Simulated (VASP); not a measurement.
# Te2Mo (P6_3/mmc) in VASP: a series of runs, part 2 of 2

VASP 6.6.1.

## (3) Relaxation of cell and atoms, PBE

File INCAR:

```
SYSTEM = Te2Mo
  PREC = Accurate
  ENCUT = 500
  EDIFF = 1E-7
  ISMEAR = 0
  SIGMA = 0.01
  LREAL = .FALSE.
  LASPH = .TRUE.
  NELM = 120
  ALGO = Normal
  ISIF = 3
  LWAVE = .FALSE.
  LCHARG = .FALSE.
  GGA = PE
  IBRION = 2
  NSW = 80
  EDIFFG = -0.001
  GGA_COMPAT = .FALSE.
  NELMIN = 4
```

File KPOINTS:

```
Automatic mesh
0
G
  12 12 2
  0 0 0
```

File POSCAR:

```
Te2Mo
1.0
    3.5569773626      0.0000000000      0.0000000000
   -1.7784886813      3.0804327567      0.0000000000
    0.0000000000      0.0000000000     15.2117623033
Te Mo
4 2
Direct
    0.3333333333      0.6666666667      0.6311544454
    0.6666666667      0.3333333333      0.1311544454
    0.3333333333      0.6666666667      0.8688455546
    0.6666666667      0.3333333333      0.3688455546
    0.3333333333      0.6666666667      0.2500000000
    0.6666666667      0.3333333333      0.7500000000
```

Potentials or basis: VASP PAW PBE potentials, release 64 (Te, Mo_sv).

Launch:

```sh
cat potpaw_PBE.64/Te/POTCAR potpaw_PBE.64/Mo_sv/POTCAR > POTCAR
mpirun -np 1 vasp_std > vasp.out
```

OUTCAR:

```text
SYSTEM = Te2Mo
   PREC = Accurate
   ENCUT = 500
   EDIFF = 1E-7
   ISMEAR = 0
   LREAL = .FALSE.
   LASPH = .TRUE.
   NELM = 120
   ISIF = 3
   GGA = PE
   IBRION = 2
   NSW = 80
   EDIFFG = -0.001
   NELMIN = 4

 ion  position               nearest neighbor table
   1  0.333  0.667  0.631-   6 2.74   6 2.74   6 2.74   3 3.62
   2  0.667  0.333  0.131-   5 2.74   5 2.74   5 2.74   4 3.62
   3  0.333  0.667  0.869-   6 2.74   6 2.74   6 2.74   1 3.62
   4  0.667  0.333  0.369-   5 2.74   5 2.74   5 2.74   2 3.62
   5  0.333  0.667  0.250-   2 2.74   4 2.74   2 2.74   4 2.74   2 2.74   4 2.74
   6  0.667  0.333  0.750-   1 2.74   3 2.74   1 2.74   3 2.74   1 2.74   3 2.74

  LATTYP: Found a hexagonal cell.
 ALAT       =     3.5569773626
 C/A-ratio  =     4.2765980080

  Lattice vectors:

 A1 = (   3.5569773626,   0.0000000000,   0.0000000000)
 A2 = (  -1.7784886813,   3.0804327567,   0.0000000000)
 A3 = (   0.0000000000,   0.0000000000,  15.2117623033)

Analysis of symmetry for initial positions (statically):
=====================================================================
 Subroutine PRICEL returns:
 Original cell was already a primitive cell.

 Routine SETGRP: Setting up the symmetry group for a
 hexagonal supercell.

 Subroutine GETGRP returns: Found 24 space group operations
 (whereof 12 operations were pure point group operations)
 out of a pool of 24 trial point group operations.

The static configuration has the point symmetry D_3d.
 The point group associated with its full space group is D_6h.

Analysis of symmetry for dynamics (positions and initial velocities):
=====================================================================
 Subroutine PRICEL returns:
 Original cell was already a primitive cell.

 Routine SETGRP: Setting up the symmetry group for a
 hexagonal supercell.

 Subroutine GETGRP returns: Found 24 space group operations
 (whereof 12 operations were pure point group operations)
 out of a pool of 24 trial point group operations.

The dynamic configuration has the point symmetry D_3d.
 The point group associated with its full space group is D_6h.

 Subroutine INISYM returns: Found 24 space group operations
 (whereof 12 operations are pure point group operations),
 and found     1 'primitive' translations

----------------------------------------------------------------------------------------

                                     Primitive cell

  volume of cell :     166.6757

  direct lattice vectors                    reciprocal lattice vectors
     3.556977363  0.000000000  0.000000000     0.281137578  0.162314856  0.000000000
    -1.778488681  3.080432757  0.000000000     0.000000000  0.324629712  0.000000000
     0.000000000  0.000000000 15.211762303     0.000000000  0.000000000  0.065738603

  length of vectors
     3.556977363  3.556977363 15.211762303     0.324629712  0.324629712  0.065738603

  position of ions in fractional coordinates (direct lattice)
     0.333333333  0.666666667  0.631154445
     0.666666667  0.333333333  0.131154445
     0.333333333  0.666666667  0.868845555
[... 70 lines left out ...]
   dimension x,y,z NGXF=    56 NGYF=   56 NGZF=  224
   ions per type =               4   2
   NGX,Y,Z   is equivalent  to a cutoff of  13.09, 13.09, 12.24 a.u.
   NGXF,Y,Z  is equivalent  to a cutoff of  26.17, 26.17, 24.48 a.u.
 SYSTEM =  Te2Mo
   PREC   = accura    normal or accurate (medium, high low for compatibility)
   ISTART =      0    job   : 0-new  1-cont  2-samecut
   ICHARG =      2    charge: 1-file 2-atom 10-const
   ISPIN  =      1    spin polarized calculation?
   LNONCOLLINEAR =      F non collinear calculations
   LSORBIT =      F    spin-orbit coupling
   LASPH  =      T    aspherical Exc in radial PAW
   ENCUT  =  500.0 eV  36.75 Ry    6.06 a.u.   6.49  6.49 27.73*2*pi/ulx,y,z
   NELM   =    120;   NELMIN=  4; NELMDL= -5     # of ELM steps
   EDIFF  = 0.1E-06   stopping-criterion for ELM
   LREAL  =      F    real-space projection
   EDIFFG = -.1E-02   stopping-criterion for IOM
   NSW    =     80    number of steps for IOM
   IBRION =      2    ionic relax: 0-MD 1-quasi-New 2-CG
   NFREE  =      1    steps in history (QN), initial steepest desc. (CG)
   ISIF   =      3    stress and relaxation
   ISYM   =      2    0-nonsym 1-usesym 2-fastsym
   POTIM  = 0.5000    time-step for ionic-motion
   TEBEG  =    0.0;   TEEND  =   0.0 temperature during run
   PSTRESS=    0.0 pullay stress
   NELECT =      52.0000    total number of electrons
   NUPDOWN=      -1.0000    fix difference up-down
   EMIN   =  10.00;   EMAX   =-10.00  energy-range for DOS
   EFERMI =   0.00;   METHOD = LEGACY
   ISMEAR =     0;   SIGMA  =   0.01  broadening in eV -4-tet -1-fermi 0-gaus
   EFERMI_NEDOS =   21; number of points for ismear=-14 and -15
   IALGO  =     38    algorithm
   IMIX   =      4    mixing-type and parameters
     AMIX     =   0.40;   BMIX     =  1.00
     AMIX_MAG =   1.60;   BMIX_MAG =  1.00
  volume/ion in A,a.u.               =      27.78       187.46
  Fermi-wavevector in a.u.,A,eV,Ry     =   1.110329  2.098218 16.773688  1.232831
  Thomas-Fermi vector in A             =   2.246880
   LORBIT       =      0    0 simple, 1 ext, 2 COOP (PROOUT), +10 PAW based schemes
   GGA     = PE    functional components
   LHFCALC =     F    Hartree Fock is set to
   AEXX    =    0.0000 exact exchange contribution
   IVDW    =     0    specifies the selected vdW correction
   LEPSILON=     F    determine dielectric tensor
   LRPA    =     F    only Hartree local field effects (RPA)
 conjugate gradient relaxation of ions
 non-spin polarized calculation
 Gauss-broadening in eV      SIGMA  =   0.01
  energy-cutoff  :      500.00
  volume of cell :      166.68
 maximum number of plane-waves:      4291
 NGX is ok and might be reduce to    28
   NGX = 13   NGY = 13   NGZ = 55

--------------------------------------- Ionic step        1  -------------------------------------------

 number of electron      51.9999998 magnetization

 Free energy of the ion-electron system (eV)
  ---------------------------------------------------
  ext. energy  EPLUGINS =         0.00000000
  ---------------------------------------------------
  free energy    TOTEN  =       -36.07508682 eV

  energy without entropy =      -36.07508682  energy(sigma->0) =      -36.07508682

------------------------ aborting loop because EDIFF is reached ----------------------------------------

  FORCE on cell =-STRESS in cart. coord.  units (eV):
  Direction    XX          YY          ZZ          XY          YZ          ZX
  --------------------------------------------------------------------------------------
  -------------------------------------------------------------------------------------
  Total       -0.0073555     -0.0073555      0.1252509     -0.0000000     -0.0000000      0.0000000
  in kB       -0.0707053     -0.0707053      1.2039795     -0.0000000     -0.0000000      0.0000000
  external PRESSURE =       0.3541897 kB  Pullay stress =       0.0000000 kB
[... 101 lines left out ...]
  FREE ENERGIE OF THE ION-ELECTRON SYSTEM (eV)
  ---------------------------------------------------
  free  energy   TOTEN  =       -36.0751265269 eV

  energy  without entropy=      -36.0751265269  energy(sigma->0) =      -36.07512653

[... ionic steps 4 to 29 ...]

--------------------------------------- Ionic step       30  -------------------------------------------

 number of electron      51.9999999 magnetization

------------------------ aborting loop because EDIFF is reached ----------------------------------------
[... 75 lines left out ...]
--------------------------------------- Ionic step       32  -------------------------------------------

 number of electron      51.9999999 magnetization

 Free energy of the ion-electron system (eV)
  ---------------------------------------------------
  ext. energy  EPLUGINS =         0.00000000
  ---------------------------------------------------
  free energy    TOTEN  =       -36.07522459 eV

  energy without entropy =      -36.07522459  energy(sigma->0) =      -36.07522459

 E-fermi :   6.8468     XC(G=0):  -9.7390

 val. band max:        6.6518857036   @ k =   0.3333   0.3333   0.0000
 cond. band min:       7.6658468332   @ k =   0.2500   0.1667   0.0000
 fundamental gap:      1.0139611296
 Fermi energy:         6.8467983760

 k-point     1 :       0.0000    0.0000    0.0000
  band No.  band energies     occupation
      1     -54.0810      2.00000
      2     -54.0810      2.00000
      3     -28.2263      2.00000
      4     -28.2263      2.00000
      5     -28.1229      2.00000
      6     -28.1229      2.00000
[... 805 lines left out ...]
     30       8.3293      0.00000
     31       9.3159      0.00000

 [... further k-points ...]
[... 5 lines left out ...]
  --------------------------------------------------------------------------------------
  -------------------------------------------------------------------------------------
  Total        0.0020434      0.0020434     -0.0009965      0.0000000      0.0000000      0.0000000
  in kB        0.0195226      0.0195226     -0.0095202      0.0000000      0.0000000      0.0000000
  external PRESSURE =       0.0098417 kB  Pullay stress =       0.0000000 kB
[... 21 lines left out ...]
  FREE ENERGIE OF THE ION-ELECTRON SYSTEM (eV)
  ---------------------------------------------------
  free  energy   TOTEN  =       -36.0752245943 eV

  energy  without entropy=      -36.0752245943  energy(sigma->0) =      -36.07522459

 reached required accuracy - stopping structural energy minimisation
```

Wall time 30 min (1 thread of AMD EPYC 9R45 (Zen 5), shared host); peak memory 0.36 GiB.

Results:

```
Free energy                           : -36.0752 eV
Relaxed volume                        : 27.95 Å³/atom
Relaxed cell                          : a = 3.556 Å, b = 3.556 Å, c = 15.317 Å, α = 90.00°, β = 90.00°, γ = 120.00°
Space group after relaxing (to 0.1 Å) : P6_3/mmc (No. 194)
Energy gained by relaxing             : 0.0 meV/atom
Ionic steps                           : 32
Pressure after relaxing               : 0.0 GPa
Band gap on the k mesh                : 1.01 eV (least direct gap 1.03 eV)
```

Step by step:
| step | energy change (eV) | largest force (eV/Å) | pressure (GPa) | volume (Å³) |
| --- | --- | --- | --- | --- |
| 1 | 0.0000 | 0.0129 | 0.04 | 166.68 |
| 2 | 0.0000 | 0.0182 | -0.09 | 166.82 |
| 3 | 0.0000 | 0.0029 | -0.03 | 166.75 |
| 4 | 0.0000 | 0.0038 | -0.02 | 166.75 |
| 5 | 0.0000 | 0.0077 | -0.04 | 166.77 |
| 6 | 0.0000 | 0.0045 | -0.03 | 166.76 |
| 7 | -0.0001 | 0.0043 | 0.00 | 166.68 |
| 8 | -0.0001 | 0.0044 | 0.00 | 166.68 |
| 9 | -0.0001 | 0.0043 | 0.00 | 166.69 |
| 10 | -0.0001 | 0.0042 | -0.01 | 166.69 |
| 11 | -0.0001 | 0.0043 | 0.00 | 166.68 |
| 12 | -0.0001 | 0.0015 | 0.01 | 166.68 |
| 13 | -0.0001 | 0.0003 | 0.01 | 166.68 |
| 14 | -0.0001 | 0.0006 | 0.01 | 166.69 |
| 15 | -0.0001 | 0.0012 | 0.01 | 166.73 |
| 16 | -0.0001 | 0.0024 | -0.01 | 166.81 |
| 17 | -0.0001 | 0.0047 | -0.04 | 166.96 |
| 18 | -0.0001 | 0.0036 | -0.02 | 166.89 |
| 19 | -0.0001 | 0.0035 | -0.02 | 166.90 |
| 20 | -0.0001 | 0.0031 | -0.02 | 166.91 |
| 21 | -0.0001 | 0.0024 | -0.02 | 166.95 |
| 22 | -0.0001 | 0.0009 | -0.02 | 167.01 |
| 23 | -0.0001 | 0.0021 | -0.01 | 167.15 |
| 24 | -0.0001 | 0.0082 | 0.00 | 167.42 |
| 25 | -0.0001 | 0.0071 | 0.00 | 167.47 |
| 26 | -0.0001 | 0.0039 | -0.01 | 167.64 |
| 27 | -0.0001 | 0.0025 | -0.03 | 167.97 |
| 28 | -0.0001 | 0.0013 | -0.02 | 167.78 |
| 29 | -0.0001 | 0.0023 | -0.01 | 167.75 |
| 30 | -0.0001 | 0.0037 | 0.01 | 167.70 |
| 31 | -0.0001 | 0.0012 | 0.00 | 167.70 |
| 32 | -0.0001 | 0.0003 | 0.00 | 167.70 |

Final structure:
```
Te Mo
1.0
     3.55557    0.00000    0.00000
    -1.77778    3.07921    0.00000
     0.00000    0.00000   15.31726
Te Mo
4 2
Direct
  0.33333 0.66667 0.63187
  0.66667 0.33333 0.13187
  0.33333 0.66667 0.86813
  0.66667 0.33333 0.36813
  0.33333 0.66667 0.25000
  0.66667 0.33333 0.75000
```

Caveat: spin-orbit coupling is left out, which moves the levels of the heavy elements; this functional lacks dispersion, which binds the layers, so the pressure and a relaxed spacing across them are unreliable.
